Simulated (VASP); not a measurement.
# NiO (I4/mmm) in VASP: relaxation of cell and atoms with PBE+U

Aim: the relaxation of cell and atoms of NiO with PBE+U.

Everything below comes from runs of VASP 6.6.1. Logs are shortened: lines on timing, memory, paths and dates and some standing lists are left out, and cuts for length are marked.

## Step 1: The cell of the first run

The structure is tetragonal, space group I4/mmm (No. 139). Conventional cell: a = 2.998 Å, b = 2.998 Å, c = 4.326 Å, α = 90.00°, β = 90.00°, γ = 90.00°. Ni (site symmetry 4/mmm) has 6 O at 2.12 to 2.16 Å within 2.8 Å. O (site symmetry 4/mmm) has 6 Ni at 2.12 to 2.16 Å within 2.8 Å.

## Step 2: Relaxation of cell and atoms, PBE+U, collinear spin, antiferromagnetic start

INCAR reads:

```
  PREC = Accurate
  ENCUT = 600
  EDIFF = 1E-7
  ISMEAR = -1
  SIGMA = 0.1
  LREAL = False
  LASPH = True
  NELM = 200
  ALGO = Normal
  ISIF = 3
  LWAVE = False
  LCHARG = False
  ISPIN = 2
  MAGMOM = 2 -2 0 0
  LORBIT = 11
  LMAXMIX = 4
  LDAU = True
  LDAUTYPE = 2
  LDAUL = 2 -1
  LDAUU = 6 0
  LDAUJ = 0 0
  LDAUPRINT = 1
  GGA = PE
  IBRION = 2
  NSW = 80
  EDIFFG = -0.01
  GGA_COMPAT = False
  NELMIN = 4
```

KPOINTS reads:

```
regular mesh
0
Gamma
  3 3 3
```

POSCAR reads:

```
NiO
1.0
    4.2400823977      2.1200411989      2.1628688720
    2.1200411989      4.2400823977      2.1628688720
    2.1200411989      2.1200411989      4.3257377440
Ni O
2 2
Direct
    0.0000000000      0.0000000000      0.0000000000
    0.5000000000      0.5000000000      0.5000000000
    0.2500000000      0.2500000000      0.2500000000
    0.7500000000      0.7500000000      0.7500000000
```

Potentials or basis: VASP PAW PBE potentials, release 64 (Ni, O).

Command:

```bash
$ cat potpaw_PBE.64/Ni/POTCAR potpaw_PBE.64/O/POTCAR > POTCAR
$ mpirun -np 1 vasp_std > vasp.out
```

OUTCAR:

```text
PREC = Accurate
   ENCUT = 600
   EDIFF = 1E-7
   ISMEAR = -1
   LREAL = False
   LASPH = True
   NELM = 200
   ISIF = 3
   ISPIN = 2
   LORBIT = 11
   GGA = PE
   IBRION = 2
   NSW = 80
   EDIFFG = -0.01
   NELMIN = 4

 ion  position               nearest neighbor table
   1  0.000  0.000  0.000-   4 2.12   4 2.12   3 2.12   3 2.12   4 2.16   3 2.16   2 3.00   2 3.00
                             2 3.03   2 3.03   2 3.03   2 3.03
   2  0.500  0.500  0.500-   3 2.12   3 2.12   4 2.12   4 2.12   3 2.16   4 2.16   1 3.00   1 3.00
                             1 3.03   1 3.03   1 3.03   1 3.03
   3  0.250  0.250  0.250-   1 2.12   1 2.12   2 2.12   2 2.12   1 2.16   2 2.16
   4  0.750  0.750  0.750-   2 2.12   2 2.12   1 2.12   1 2.12   2 2.16   1 2.16

  LATTYP: Found a base centered monoclinic cell.
 ALAT       =     5.2631888052
 B/A-ratio  =     0.5696529475
 C/A-ratio  =     1.0000000000
 COS(beta)  =    -0.3509910388

  Lattice vectors:

 A1 = (   2.1200411988,   0.0000000000,  -2.1628688720)
 A2 = (   0.0000000000,   2.1200411988,  -2.1628688720)
 A3 = (   2.1200411989,   2.1200411989,   4.3257377440)

Analysis of symmetry for initial positions (statically):
=====================================================================
 Subroutine PRICEL returns following result:

  LATTYP: Found a body centered tetragonal cell.
 ALAT       =     2.9981910162
 C/A-ratio  =     1.4427825714
[... 12 lines left out ...]
 Subroutine GETGRP returns: Found  4 space group operations
 (whereof  4 operations were pure point group operations)
 out of a pool of  4 trial point group operations.

The static configuration has the point symmetry C_2h.

Analysis of symmetry for dynamics (positions and initial velocities):
=====================================================================
 Subroutine PRICEL returns following result:

  LATTYP: Found a body centered tetragonal cell.
 ALAT       =     2.9981910162
 C/A-ratio  =     1.4427825714
[... 12 lines left out ...]
 Subroutine GETGRP returns: Found  4 space group operations
 (whereof  4 operations were pure point group operations)
 out of a pool of  4 trial point group operations.

The dynamic configuration has the point symmetry C_2h.

Analysis of structural, dynamic, and magnetic symmetry:
=====================================================================
 Subroutine PRICEL returns following result:

  LATTYP: Found a body centered tetragonal cell.
 ALAT       =     2.9981910162
 C/A-ratio  =     1.4427825714
[... 12 lines left out ...]
 Subroutine GETGRP returns: Found  4 space group operations
 (whereof  4 operations were pure point group operations)
 out of a pool of  4 trial point group operations.
[... 411 lines left out ...]

 onsite density matrix

spin component  1

  0.9808 -0.0000 -0.0029 -0.0000  0.0000
 -0.0000  0.9808  0.0015 -0.0000 -0.0025
 -0.0029  0.0015  0.1633  0.0015  0.0000
 -0.0000 -0.0000  0.0015  0.9808  0.0025
  0.0000 -0.0025  0.0000  0.0025  0.1632

spin component  2

  0.9829 -0.0000  0.0001 -0.0000  0.0000
 -0.0000  0.9829 -0.0001 -0.0000  0.0001
  0.0001 -0.0001  1.0300 -0.0001 -0.0000
 -0.0000 -0.0000 -0.0001  0.9829 -0.0001
  0.0000  0.0001 -0.0000 -0.0001  1.0300

 occupancies and eigenvectors

  o =  0.1632  v =  0.0000 -0.0030  0.0000  0.0030 -1.0000  0.0000  0.0000  0.0000  0.0000  0.0000      0.0000  0.0000  0.0000  0.0000  0.0000  0.0000  0.0000  0.0000  0.0000  0.0000
  o =  0.1633  v = -0.0035  0.0018 -1.0000  0.0018 -0.0000  0.0000  0.0000  0.0000  0.0000  0.0000      0.0000  0.0000  0.0000  0.0000  0.0000  0.0000  0.0000  0.0000  0.0000  0.0000
  o =  0.9807  v =  0.5451  0.5928  0.0003  0.5928  0.0000  0.0000  0.0000  0.0000  0.0000  0.0000      0.0000  0.0000  0.0000  0.0000  0.0000  0.0000  0.0000  0.0000  0.0000  0.0000
  o =  0.9808  v =  0.0000  0.7071 -0.0000 -0.7071 -0.0043  0.0000  0.0000  0.0000  0.0000  0.0000      0.0000  0.0000  0.0000  0.0000  0.0000  0.0000  0.0000  0.0000  0.0000  0.0000
  o =  0.9808  v = -0.8384  0.3854  0.0044  0.3854 -0.0000  0.0000  0.0000  0.0000  0.0000  0.0000      0.0000  0.0000  0.0000  0.0000  0.0000  0.0000  0.0000  0.0000  0.0000  0.0000
  o =  0.9828  v =  0.0000  0.0000  0.0000  0.0000  0.0000 -0.5570 -0.5872 -0.0000 -0.5872  0.0000      0.0000  0.0000  0.0000  0.0000  0.0000  0.0000  0.0000  0.0000  0.0000  0.0000
  o =  0.9829  v =  0.0000  0.0000  0.0000  0.0000  0.0000  0.0000 -0.7071 -0.0000  0.7071  0.0031      0.0000  0.0000  0.0000  0.0000  0.0000  0.0000  0.0000  0.0000  0.0000  0.0000
  o =  0.9829  v =  0.0000  0.0000  0.0000  0.0000  0.0000  0.8305 -0.3939 -0.0030 -0.3939 -0.0000      0.0000  0.0000  0.0000  0.0000  0.0000  0.0000  0.0000  0.0000  0.0000  0.0000
  o =  1.0300  v =  0.0000  0.0000  0.0000  0.0000  0.0000 -0.0000  0.0022 -0.0000 -0.0022  1.0000      0.0000  0.0000  0.0000  0.0000  0.0000  0.0000  0.0000  0.0000  0.0000  0.0000
  o =  1.0300  v =  0.0000  0.0000  0.0000  0.0000  0.0000  0.0025 -0.0012  1.0000 -0.0012  0.0000      0.0000  0.0000  0.0000  0.0000  0.0000  0.0000  0.0000  0.0000  0.0000  0.0000

--------------------------------------- Ionic step        7  -------------------------------------------

 number of electron      32.0000005 magnetization      -0.0000000

 Free energy of the ion-electron system (eV)
  ---------------------------------------------------
  ext. energy  EPLUGINS =         0.00000000
  ---------------------------------------------------
  free energy    TOTEN  =       -20.51283461 eV

  energy without entropy =      -20.51283460  energy(sigma->0) =      -20.51283460

 E-fermi :   7.9982     XC(G=0): -12.6307

 val. band max:        6.1653323178   @ k =   0.3333   0.3333   0.3333
 cond. band min:       9.6781310606   @ k =   0.0000   0.0000   0.0000
 fundamental gap:      3.5127987428
 Fermi energy:         7.9982073247

 spin component 1

 k-point     1 :       0.0000    0.0000    0.0000
  band No.  band energies     occupation
      1     -11.9859      1.00000
      2     -10.5325      1.00000
      3      -0.6467      1.00000
      4       0.1992      1.00000
      5       0.1994      1.00000
      6       2.1824      1.00000
[... 206 lines left out ...]
      6       1.6684      1.00000
[... 12 lines left out ...]
     19      14.5304      0.00000
     20      14.8421      0.00000
 Fermi energy:         7.9982073247

 spin component 2

 k-point     1 :       0.0000    0.0000    0.0000
  band No.  band energies     occupation
      1     -11.9859      1.00000
      2     -10.5325      1.00000
      3      -0.6467      1.00000
      4       0.1992      1.00000
      5       0.1994      1.00000
      6       2.1824      1.00000
[... 250 lines left out ...]
  FREE ENERGIE OF THE ION-ELECTRON SYSTEM (eV)
  ---------------------------------------------------
  free  energy   TOTEN  =       -20.5128346115 eV

  energy  without entropy=      -20.5128345961  energy(sigma->0) =      -20.51283460

 reached required accuracy - stopping structural energy minimisation

 total charge

# of ion       s       p       d       tot
------------------------------------------
    1        0.338   0.418   8.250   9.006
    2        0.338   0.418   8.250   9.006
    3        1.544   3.477   0.000   5.021
    4        1.544   3.477   0.000   5.021
--------------------------------------------------
tot          3.764   7.791  16.499  28.053

 magnetization (x)

# of ion       s       p       d       tot
------------------------------------------
    1       -0.001  -0.005   1.738   1.731
    2        0.001   0.005  -1.738  -1.731
    3        0.000   0.000   0.000   0.000
    4        0.000   0.000   0.000   0.000
--------------------------------------------------
tot          0.000   0.000   0.000   0.000
```

CONTCAR:

```text
NiO
   1.00000000000000
     4.1717946262390901    2.0786824379294506    2.0785090268311466
     2.0786824379294506    4.1717946262390901    2.0785090268311466
     2.0785883274908308    2.0785883274908308    4.1714219455474817
  Ni              O
     2     2
Direct
     0.0000000000000000    0.0000000000000000    0.0000000000000000
     0.5000000000000000    0.5000000000000000    0.5000000000000000
     0.2500000000000000    0.2500000000000000    0.2500000000000000
     0.7500000000000000    0.7500000000000000    0.7500000000000000

  0.00000000E+00  0.00000000E+00  0.00000000E+00
  0.00000000E+00  0.00000000E+00  0.00000000E+00
  0.00000000E+00  0.00000000E+00  0.00000000E+00
  0.00000000E+00  0.00000000E+00  0.00000000E+00
```

It took 16 min on 1 thread of Intel Xeon 8259CL, shared host; peak memory 0.32 GiB.

Results:

| Item | Value |
| --- | --- |
| Free energy | -20.5128 eV |
| Relaxed volume | 9.12 Å³/atom |
| Relaxed cell | a = 5.103 Å, b = 5.103 Å, c = 5.103 Å, α = 33.72°, β = 33.72°, γ = 33.72° |
| Space group after relaxing (to 0.1 Å) | Fm-3m (No. 225) |
| Energy gained by relaxing | 21.6 meV/atom |
| Ionic steps | 7 |
| Pressure after relaxing | -0.1 GPa |
| Band gap on the k mesh | 3.51 eV |
| Net moment | 0.00 μB per cell |
| Site moments | Ni +1.73, -1.73; O +0.00 μB |
| Valence electrons inside the program's atomic spheres | Ni 9.01; O 5.02 |

Step by step:
```
step  energy change (eV)  largest force (eV/Å)  pressure (GPa)  volume (Å³)
   1              0.0000                0.0000          -10.09        38.88
   2             -0.0697                0.0000            5.04        35.54
   3             -0.0831                0.0000            0.25        36.44
   4             -0.0831                0.0000           -0.03        36.49
   5             -0.0858                0.0000           -0.09        36.49
   6             -0.0865                0.0000           -0.10        36.49
   7             -0.0865                0.0000           -0.08        36.49
```

Final structure:
```cif
data_structure
_symmetry_space_group_name_H-M 'P 1'
_symmetry_Int_Tables_number 1
_cell_length_a 5.1034
_cell_length_b 5.1034
_cell_length_c 5.1031
_cell_angle_alpha 33.717
_cell_angle_beta 33.717
_cell_angle_gamma 33.717
_cell_volume 36.49
loop_
_atom_site_label
_atom_site_type_symbol
_atom_site_fract_x
_atom_site_fract_y
_atom_site_fract_z
_atom_site_occupancy
Ni1 Ni 0.00000 0.00000 0.00000 1
Ni2 Ni 0.50000 0.50000 0.50000 1
O1 O 0.25000 0.25000 0.25000 1
O2 O 0.75000 0.75000 0.75000 1
```

Levels at points of the mesh, in eV from the valence-band top:
Spin up:
| k point | band 13 | band 14 | band 15 | band 16 | band 17 | band 18 | band 19 | band 20 |
| --- | --- | --- | --- | --- | --- | --- | --- | --- |
| (0.00, 0.00, 0.00) | -0.71 | -0.68 | -0.66 | -0.65 | 3.51 | 4.38 | 4.39 | 7.42 |
Spin down:
| k point | band 14 | band 15 | band 16 | band 17 | band 18 | band 19 |
| --- | --- | --- | --- | --- | --- | --- |
| (0.00, 0.00, 0.00) | -0.68 | -0.66 | -0.65 | 3.51 | 4.38 | 4.39 |

Eigenvalues of the final occupation matrices:
```csv
site,spin,trace,eigenvalues
site 1 d,1,5.01,0.98 0.98 0.98 1.03 1.03
site 1 d,2,3.27,0.16 0.16 0.98 0.98 0.98
site 2 d,1,3.27,0.16 0.16 0.98 0.98 0.98
site 2 d,2,5.01,0.98 0.98 0.98 1.03 1.03
```

Caveat: the k points lie up to 0.83 Å⁻¹ apart in the final cell.
